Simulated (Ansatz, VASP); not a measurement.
## LiC3: VASP beside Ansatz

```
Li C
1.0
     4.50236    0.00000    0.00000
    -2.25118    3.89916    0.00000
     0.00000    0.00000    7.14173
Li C
2 6
Direct
  0.33333 0.66667 0.25000
  0.66667 0.33333 0.75000
  0.80550 0.26846 0.25000
  0.53704 0.80550 0.75000
  0.73154 0.53704 0.25000
  0.19450 0.73154 0.75000
  0.46296 0.19450 0.25000
  0.26846 0.46296 0.75000
```

Alike in both runs: task relaxation of cell and atoms; functional PBE; k mesh 12 × 12 × 6; occupations gaussian, width 0.1 eV; no spin polarisation.

|  | VASP | Ansatz |
| --- | --- | --- |
| version | VASP 6.6.1 | Ansatz 0.2.0 |
| potentials or method | VASP PAW PBE potentials, release 64 (Li_sv, C), cutoff 600 eV | scalar-relativistic, plane waves, PAW |
| valence electrons in the cell | 30 | 30 |

|  | VASP | Ansatz | Ansatz less VASP |
| --- | --- | --- | --- |
| gap on the k mesh at the Fermi level, each at its own relaxed structure (eV) | none | none | - |
| relaxed volume (Å³/atom) | 14.22 | 15.67 | +1.449 |
| relaxed cell length with the largest relative difference (Å) | 6.619 | 7.142 | +0.5227 |

A gap of «none» marks a metal or a gap that the smearing closes. One of these differences is far larger than is usual between the two programs; its cause wasn't traced.

Noted on VASP's run: the cutoff is short for stress, so the pressure is rough.
